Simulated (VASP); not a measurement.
# BaTiO3 (P4/mmm) in VASP: notebook, part 2 of 2

VASP 6.6.1. Earlier steps stand in the parts before.

## (3) Electric field gradients, PBE (volume scaled by 1.06)

INCAR

```
SYSTEM = BaTiO3
  PREC = Accurate
  ENCUT = 520
  EDIFF = 1E-8
  ISMEAR = -1
  SIGMA = 0.03
  LREAL = .FALSE.
  LASPH = .TRUE.
  NELM = 60
  ALGO = Normal
  ISIF = 2
  LWAVE = .FALSE.
  LCHARG = .FALSE.
  GGA = PE
  LEFG = .TRUE.
  NBANDS = 28
```

KPOINTS

```
Automatic mesh
0
G
  7 7 7
  0 0 0
```

POSCAR

```
BaTiO3
1.0
    4.0782473671      0.0000000000      0.0000000000
    0.0000000000      4.0782473671      0.0000000000
    0.0000000000      0.0000000000      4.0968043205
Ba Ti O
1 1 3
Direct
    0.0000000000      0.0000000000      0.0000000000
    0.5000000000      0.5000000000      0.5000000000
    0.5000000000      0.5000000000      0.0000000000
    0.5000000000      0.0000000000      0.5000000000
    0.0000000000      0.5000000000      0.5000000000
```

Potentials or basis: VASP PAW PBE potentials, release 64 (Ba_sv, Ti_sv, O).

On the command line:

```
cat potpaw_PBE.64/Ba_sv/POTCAR potpaw_PBE.64/Ti_sv/POTCAR potpaw_PBE.64/O/POTCAR > POTCAR
mpirun -np 1 vasp_std > vasp.out
```

OUTCAR:

```text
SYSTEM = BaTiO3
   PREC = Accurate
   ENCUT = 520
   EDIFF = 1E-8
   ISMEAR = -1
   LREAL = .FALSE.
   LASPH = .TRUE.
   NELM = 60
   ISIF = 2
   GGA = PE

 ion  position               nearest neighbor table
   1  0.000  0.000  0.000-   3 2.88   3 2.88   3 2.88   3 2.88   5 2.89   4 2.89   5 2.89   5 2.89
                             5 2.89   4 2.89   4 2.89   4 2.89   2 3.54   2 3.54   2 3.54   2 3.54
   2  0.500  0.500  0.500-   4 2.04   5 2.04   4 2.04   5 2.04   3 2.05   3 2.05   1 3.54   1 3.54
                             1 3.54   1 3.54   1 3.54   1 3.54   1 3.54   1 3.54
   3  0.500  0.500  0.000-   2 2.05   2 2.05   1 2.88   1 2.88   1 2.88   1 2.88
   4  0.500  0.000  0.500-   2 2.04   2 2.04   1 2.89   1 2.89   1 2.89   1 2.89
   5  0.000  0.500  0.500-   2 2.04   2 2.04   1 2.89   1 2.89   1 2.89   1 2.89

  LATTYP: Found a simple tetragonal cell.
 ALAT       =     4.0782473671
 C/A-ratio  =     1.0045502275

  Lattice vectors:

 A1 = (   4.0782473671,   0.0000000000,   0.0000000000)
 A2 = (   0.0000000000,   4.0782473671,   0.0000000000)
 A3 = (   0.0000000000,   0.0000000000,   4.0968043205)

Analysis of symmetry for initial positions (statically):
=====================================================================
 Subroutine PRICEL returns:
 Original cell was already a primitive cell.

 Routine SETGRP: Setting up the symmetry group for a
 simple tetragonal supercell.

 Subroutine GETGRP returns: Found 16 space group operations
 (whereof 16 operations were pure point group operations)
 out of a pool of 16 trial point group operations.

The static configuration has the point symmetry D_4h.

Analysis of symmetry for dynamics (positions and initial velocities):
=====================================================================
 Subroutine PRICEL returns:
 Original cell was already a primitive cell.

 Routine SETGRP: Setting up the symmetry group for a
 simple tetragonal supercell.

 Subroutine GETGRP returns: Found 16 space group operations
 (whereof 16 operations were pure point group operations)
 out of a pool of 16 trial point group operations.

The dynamic configuration has the point symmetry D_4h.

 Subroutine INISYM returns: Found 16 space group operations
 (whereof 16 operations are pure point group operations),
 and found     1 'primitive' translations

----------------------------------------------------------------------------------------

                                     Primitive cell

  volume of cell :      68.1385

  direct lattice vectors                    reciprocal lattice vectors
     4.078247367  0.000000000  0.000000000     0.245203370  0.000000000  0.000000000
     0.000000000  4.078247367  0.000000000     0.000000000  0.245203370  0.000000000
     0.000000000  0.000000000  4.096804321     0.000000000  0.000000000  0.244092693

  length of vectors
     4.078247367  4.078247367  4.096804321     0.245203370  0.245203370  0.244092693

  position of ions in fractional coordinates (direct lattice)
     0.000000000  0.000000000  0.000000000
     0.500000000  0.500000000  0.500000000
     0.500000000  0.500000000  0.000000000
[... 97 lines left out ...]
   ISMEAR =    -1;   SIGMA  =   0.03  broadening in eV -4-tet -1-fermi 0-gaus
   EFERMI_NEDOS =   21; number of points for ismear=-14 and -15
   IALGO  =     38    algorithm
   IMIX   =      4    mixing-type and parameters
     AMIX     =   0.40;   BMIX     =  1.00
     AMIX_MAG =   1.60;   BMIX_MAG =  1.00
  volume/ion in A,a.u.               =      13.63        91.96
  Fermi-wavevector in a.u.,A,eV,Ry     =   1.370768  2.590376 25.565424  1.879006
  Thomas-Fermi vector in A             =   2.496525
   LORBIT       =      0    0 simple, 1 ext, 2 COOP (PROOUT), +10 PAW based schemes
   GGA     = PE    functional components
   LHFCALC =     F    Hartree Fock is set to
   AEXX    =    0.0000 exact exchange contribution
   IVDW    =     0    specifies the selected vdW correction
   LEPSILON=     F    determine dielectric tensor
   LRPA    =     F    only Hartree local field effects (RPA)
 non-spin polarized calculation
  energy-cutoff  :      520.00
  volume of cell :       68.14
 maximum number of plane-waves:      1849
   NGX = 15   NGY = 15   NGZ = 15

 number of electron      39.9999990 magnetization

 Free energy of the ion-electron system (eV)
  ---------------------------------------------------
  ext. energy  EPLUGINS =         0.00000000
  ---------------------------------------------------
  free energy    TOTEN  =       -39.94209692 eV

  energy without entropy =      -39.94209692  energy(sigma->0) =      -39.94209692

 E-fermi :   4.1251     XC(G=0): -10.9426

 val. band max:        3.3222356807   @ k =   0.4286   0.4286   0.4286
 cond. band min:       4.9971242452   @ k =   0.0000   0.0000   0.0000
 fundamental gap:      1.6748885645
 Fermi energy:         4.1250816161

 k-point     1 :       0.0000    0.0000    0.0000
  band No.  band energies     occupation
      1     -53.5096      2.00000
      2     -29.6907      2.00000
      3     -29.6907      2.00000
      4     -29.6905      2.00000
      5     -21.5908      2.00000
      6     -13.3714      2.00000
[... 733 lines left out ...]
     27      11.4409      0.00000
     28      11.8911      0.00000

 [... further k-points ...]
[... 5 lines left out ...]
  --------------------------------------------------------------------------------------
  -------------------------------------------------------------------------------------
  Total       -2.2939390     -2.2939390     -2.5729744      0.0000000      0.0000000      0.0000000
  in kB      -53.9386527    -53.9386527    -60.4997670      0.0000000      0.0000000      0.0000000
  external PRESSURE =     -56.1256908 kB  Pullay stress =       0.0000000 kB

 VOLUME and BASIS-vectors are now :
 -----------------------------------------------------------------------------
  energy-cutoff  :      520.00
  volume of cell :       68.14
      direct lattice vectors                 reciprocal lattice vectors
     4.078247367  0.000000000  0.000000000     0.245203370  0.000000000  0.000000000
     0.000000000  4.078247367  0.000000000     0.000000000  0.245203370  0.000000000
     0.000000000  0.000000000  4.096804321     0.000000000  0.000000000  0.244092693

 POSITION                                       TOTAL-FORCE (eV/Angst)
 -----------------------------------------------------------------------------------
      0.00000      0.00000      0.00000         0.000000      0.000000      0.000000
      2.03912      2.03912      2.04840         0.000000      0.000000      0.000000
      2.03912      2.03912      0.00000         0.000000      0.000000      0.000000
      2.03912      0.00000      2.04840         0.000000      0.000000      0.000000
      0.00000      2.03912      2.04840         0.000000      0.000000      0.000000
 -----------------------------------------------------------------------------------
    total drift:                                0.000000      0.000000     -0.000000

  FREE ENERGIE OF THE ION-ELECTRON SYSTEM (eV)
  ---------------------------------------------------
  free  energy   TOTEN  =       -39.9420969245 eV

  energy  without entropy=      -39.9420969245  energy(sigma->0) =      -39.94209692

 Electric field gradients (V/A^2)
---------------------------------------------------------------------
 ion       V_xx      V_yy      V_zz      V_xy      V_xz      V_yz
---------------------------------------------------------------------
   1      -0.348    -0.348     0.696     0.000     0.000     0.000
   2      -1.786    -1.786     3.571     0.000    -0.000     0.000
   3     -15.704   -15.704    31.408     0.000    -0.000     0.000
   4     -15.455    29.396   -13.941     0.000     0.000     0.000
   5      29.396   -15.455   -13.941     0.000    -0.000    -0.000
---------------------------------------------------------------------

 Electric field gradients after diagonalization (V/A^2)
 (convention: |V_zz| > |V_xx| > |V_yy|)
----------------------------------------------------------------------
 ion       V_xx      V_yy      V_zz     asymmetry (V_yy - V_xx)/ V_zz
----------------------------------------------------------------------
   1      -0.348    -0.348     0.696       0.000
   2      -1.786    -1.786     3.571       0.000
   3     -15.704   -15.704    31.408       0.000
   4     -15.455   -13.941    29.396       0.051
   5     -15.455   -13.941    29.396       0.051
----------------------------------------------------------------------

           NMR quadrupolar parameters

 Cq : quadrupolar parameter    Cq=e*Q*V_zz/h
 eta: asymmetry parameters     (V_yy - V_xx)/ V_zz
 Q  : nuclear electric quadrupole moment in mb (millibarn)
----------------------------------------------------------------------
 ion       Cq(MHz)       eta       Q (mb)
----------------------------------------------------------------------
   1       0.002       0.000       1.000
   2       0.009       0.000       1.000
   3       0.076       0.000       1.000
   4       0.071       0.051       1.000
   5       0.071       0.051       1.000
----------------------------------------------------------------------
```

stdout:

```text
POSCAR found type information on POSCAR BaTiO
 POSCAR found :  3 types and       5 ions
 scaLAPACK will be used
 LDA part: xc-table for (Slater+PW92), standard interpolation
 POSCAR, INCAR and KPOINTS ok, starting setup
 FFT: planning ... GRIDC
 FFT: planning ... GRID_SOFT
 FFT: planning ... GRID
 WAVECAR not read
 entering main loop
ion   1

ion   2

ion   3

ion   4

ion   5
```

It took 50 s on 1 thread of Intel Xeon 6975P-C (Granite Rapids), shared host; peak memory 0.22 GiB.

What came out:

```
Free energy            : -39.9421 eV
Pressure               : -5.6 GPa
Band gap on the k mesh : 1.67 eV, indirect (least direct gap 1.81 eV)
```

Electric field gradients, principal values (V/Å²):
```
atom    least   middle  greatest (by size)
1 Ba   -0.348   -0.348               0.696
2 Ti   -1.786   -1.786               3.571
 3 O  -15.704  -15.704              31.408
 4 O  -13.941  -15.455              29.396
 5 O  -13.941  -15.455              29.396
```

Caveat: without QUAD_EFG the Cq values of the log hold for a quadrupole moment of 1 mb, not for the nuclei; spin-orbit coupling is left out, which moves the levels of the heavy elements. A k mesh can miss the band edges.
